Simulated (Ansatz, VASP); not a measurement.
**One calculation of BiP6, two programs**

```
CELL_PARAMETERS angstrom
0.00000 5.03422 5.03422
5.03422 0.00000 5.03422
5.03422 5.03422 0.00000
ATOMIC_POSITIONS crystal
Bi 0.00000 0.00000 0.00000
P 0.75000 0.25000 0.25000
P 0.25000 0.75000 0.75000
P 0.25000 0.75000 0.25000
P 0.75000 0.25000 0.75000
P 0.25000 0.25000 0.75000
P 0.75000 0.75000 0.25000
```

Change from the starting cell: ordered vacancies on the cation sites of rhenium trioxide (Fm-3m, No. 225).

Alike in both runs: task relaxation of cell and atoms; functional PBE; k mesh 4 × 4 × 4; occupations gaussian, width 0.1 eV; no spin polarisation.

```csv
,VASP,Ansatz
version,VASP 6.6.1,Ansatz 0.2.0
potentials or method,"VASP PAW PBE potentials, release 64 (Bi_d, P), cutoff 600 eV","scalar-relativistic, plane waves, PAW"
valence electrons in the cell,45,45
```

Ansatz gave:

| Quantity | Value |
| --- | --- |
| gap on the k mesh at the Fermi level, each at its own relaxed structure (eV) | none |
| relaxed volume (Å³/atom) | 28.34 |
| relaxed cell length with the largest relative difference (Å) | 6.546 |

Task: Which values does VASP return?

Result: gap on the k mesh at the Fermi level, each at its own relaxed structure (eV): none; relaxed volume (Å³/atom): 28.39; relaxed cell length with the largest relative difference (Å): 6.550.

A gap of «none» marks a metal or a gap that the smearing closes.

Neither program's run includes spin-orbit coupling. Noted on VASP's run: the volume moved by over 15 % at a fixed basis, so the end points are rough.
